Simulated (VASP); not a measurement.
Wanted: the native input for a VASP 6.6.1 run.

| Quantity | Value |
| --- | --- |
| Task | relaxation of the atoms |
| Functional | PBE |
| Potentials or basis | VASP PAW PBE potentials, release 64 (B, N) |
| Cutoff | 520 eV |
| k mesh | 12 × 12 × 12 |
| Occupations | gaussian, width 0.02 eV |
| Spin | no spin polarisation |
| Dipole correction | no |
| Further INCAR settings | ALGO = Normal; EDIFF = 1e-06; IBRION = 2; EDIFFG = -0.002; NSW = 60 |

The structure of BN (kpat) lies in POSCAR:

```
BN
1.0
    0.0000000000      1.7899407191      1.7899407191
    1.7899407191      0.0000000000      1.7899407191
    1.7899407191      1.7899407191      0.0000000000
B N
1 1
Direct
    0.0000000000      0.0000000000      0.0000000000
    0.2500000000      0.2500000000      0.2500000000
```

This cell differs from its parent crystal: strained cell.

One way to write it, as run:

INCAR

```
SYSTEM = BN
PREC     = Accurate       ! precision mode
ENCUT    = 520            ! plane-wave cutoff, eV
EDIFF    = 1E-6           ! SCF threshold, eV
ISMEAR   = 0              ! smearing method
SIGMA    = 0.02           ! smearing width, eV
LREAL    = .FALSE.        ! projectors in reciprocal space
LASPH    = .TRUE.         ! aspherical terms in the spheres
NELM     = 100            ! most SCF steps
ALGO     = Normal         ! electronic algorithm
ISIF     = 2              ! what is computed and relaxed
LWAVE    = .FALSE.        ! write WAVECAR
LCHARG   = .FALSE.        ! write CHGCAR
GGA      = PE             ! functional
IBRION   = 2              ! ionic algorithm
NSW      = 60             ! ionic steps
EDIFFG   = -0.002         ! ionic threshold
```

KPOINTS

```
Automatic mesh
0
G
  12 12 12
  0 0 0
```

Potentials or basis: VASP PAW PBE potentials, release 64 (B, N).

The run is started by

```console
$ cat potpaw_PBE.64/B/POTCAR potpaw_PBE.64/N/POTCAR > POTCAR
$ mpirun -np 1 vasp_std > vasp.out
```

Results of the run:

The pressure after relaxing is 15.2 GPa and the band gap on the k mesh is 4.49 eV, indirect (least direct gap 8.96 eV).

Caveat: the cell differs from its parent crystal (strained cell); the relaxation stopped at its first step, so nothing moved.

Wall time 5.1 s on 1 thread of Intel Xeon 6975P-C (shared host), peak memory 0.12 GiB.
